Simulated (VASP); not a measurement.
Here is a VASP 6.6.1 calculation.

Contents of POSCAR:

```
KCl
1.0
    3.7764751200     -0.0112863111     -0.0112863111
   -0.0112863111      3.7764751200     -0.0112863111
   -0.0112863111     -0.0112863111      3.7764751200
K Cl
1 1
Direct
    0.0000000000      0.0000000000      0.0000000000
    0.5000000000      0.5000000000      0.5000000000
```

The input INCAR.step1:

```
SYSTEM = KCl
ALGO     = Normal         ! electronic algorithm
EDIFF    = 1E-4           ! SCF threshold, eV
ENCUT    = 520            ! plane-wave cutoff, eV
GGA      = PE             ! functional
ISMEAR   = 0              ! smearing method
LASPH    = .TRUE.         ! aspherical terms in the spheres
LCHARG   = .FALSE.        ! write CHGCAR
LREAL    = .FALSE.        ! projectors in reciprocal space
LWAVE    = .TRUE.         ! write WAVECAR
NBANDS   = 15             ! bands
NELM     = 100            ! most SCF steps
PREC     = Accurate       ! precision mode
SIGMA    = 0.01           ! smearing width, eV
```

File INCAR.step2:

```
SYSTEM = KCl
ALGO     = Normal         ! electronic algorithm
EDIFF    = 1E-7           ! SCF threshold, eV
ENCUT    = 520            ! plane-wave cutoff, eV
ISIF     = 2              ! what is computed and relaxed
ISMEAR   = 0              ! smearing method
ISTART   = 1            
LASPH    = .TRUE.         ! aspherical terms in the spheres
LCHARG   = .FALSE.        ! write CHGCAR
LMIXTAU  = .TRUE.       
LREAL    = .FALSE.        ! projectors in reciprocal space
LWAVE    = .FALSE.        ! write WAVECAR
METAGGA  = R2SCAN         ! meta-GGA
NBANDS   = 15             ! bands
NELM     = 100            ! most SCF steps
PREC     = Accurate       ! precision mode
SIGMA    = 0.01           ! smearing width, eV
```

The input KPOINTS:

```
k-points
0
G
  8 8 8
  0 0 0
```

Potentials or basis: VASP PAW PBE potentials, release 64 (K_sv, Cl).

Launch:

```console
$ cat potpaw_PBE.64/K_sv/POTCAR potpaw_PBE.64/Cl/POTCAR > POTCAR
$ cp INCAR.step1 INCAR
$ mpirun -np 1 vasp_std > vasp.out
$ cp INCAR.step2 INCAR
$ mpirun -np 1 vasp_std > vasp.out
```

(1) Estimate the pressure.

(2) What does it give for the band gap on the k mesh?

Results:

(1) -0.1 GPa.

(2) 5.79 eV, indirect (least direct gap 6.00 eV).

Caveat: the cell differs from its parent crystal (epitaxial 111 strain +0.4%); the PAW data sets were made with another functional, which shifts forces and pressure a little.
